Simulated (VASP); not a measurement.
## Pt: relaxation of cell and atoms with PBEsol

Pt:

```
Pt
1.0
     0.00000    1.96090    1.96090
     1.96090    0.00000    1.96090
     1.96090    1.96090    0.00000
Pt
1
Direct
  0.00000 0.00000 0.00000
```

```yaml
Program: VASP 6.6.1
Task: relaxation of cell and atoms
Functional: PBEsol
Potentials_or_basis: VASP PAW PBE potentials, release 64 (Pt)
Cutoff: 600 eV
k_mesh: 9 × 9 × 9
Occupations: methfessel-paxton, width 0.05 eV
Spin: no spin polarisation
Dipole_correction: no
Further_INCAR_settings: ALGO = Normal; EDIFF = 1e-06; IBRION = 2; EDIFFG = -0.02; NSW = 80; ISIF = 3
```

| Property | Result |
| --- | --- |
| Relaxed volume | 15.00 Å³/atom |
| Relaxed cell | a = 2.768 Å, b = 2.768 Å, c = 2.768 Å, α = 60.00°, β = 60.00°, γ = 60.00° |
| Space group after relaxing (to 0.05 Å) | Fm-3m (No. 225) |
| Energy gained by relaxing | 0.4 meV/atom |
| Ionic steps | 3 |
| Pressure after relaxing | 0.0 GPa |
| Band gap on the k mesh | zero (band 5 reaches 11.57 eV, above the bottom of band 6 at 9.48 eV) |

Step by step:
```tsv
step	energy change (eV)	largest force (eV/Å)	pressure (GPa)	volume (Å³)
1	0.0000	0.0000	-1.61	15.08
2	0.0033	0.0000	5.04	14.75
3	-0.0004	0.0000	0.00	15.00
```

Final structure:
```
Pt
1.0
     0.00000    1.95724    1.95724
     1.95724    0.00000    1.95724
     1.95724    1.95724    0.00000
Pt
1
Direct
  0.00000 0.00000 0.00000
```

Levels at points of the mesh, in eV from the Fermi level:
```csv
k point,band 2,band 3,band 4,band 5,band 6,band 7,band 8,band 9
"(0.00, 0.00, 0.00)",-3.86,-3.86,-3.86,-1.66,-1.66,14.58,19.57,19.57
```

Wall time 19 s on 1 thread of Intel Xeon 8259CL (shared host), peak memory 0.15 GiB.

Caveat: the PAW data sets were made with another functional, which shifts forces and pressure a little; spin-orbit coupling is left out, which moves the levels of the heavy elements.
